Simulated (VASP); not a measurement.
Runs of VASP 6.6.1 on SrO. The structure is that of space group Fm-3m (No. 225), or close to it. The cells are those of the table. 

```csv
cell,gap on the mesh (eV),pressure (GPa)
"a = 3.629 Å, angles 60.0°, 2 atoms",3.29,4.2
"a = 3.665 Å, angles 60.0°, 2 atoms",3.28,(a)
"a = 3.700 Å, angles 60.0°, 2 atoms",3.29,-1.3
"a = 3.593 Å, angles 60.0°, 2 atoms",3.24,(b)
```

Alike in all rows: task single point; level PBE; potentials or basis VASP PAW PBE potentials, release 64 (Sr_sv, O); no spin polarisation; k mesh 14 × 14 × 14; cutoff (eV) 520; smearing gaussian 0.02 eV.

Task: Fill in the values left out.

Result: (a) 1.1; (b) 7.2.

A k mesh can miss the band edges, and the runs leave out spin-orbit coupling on Sr.
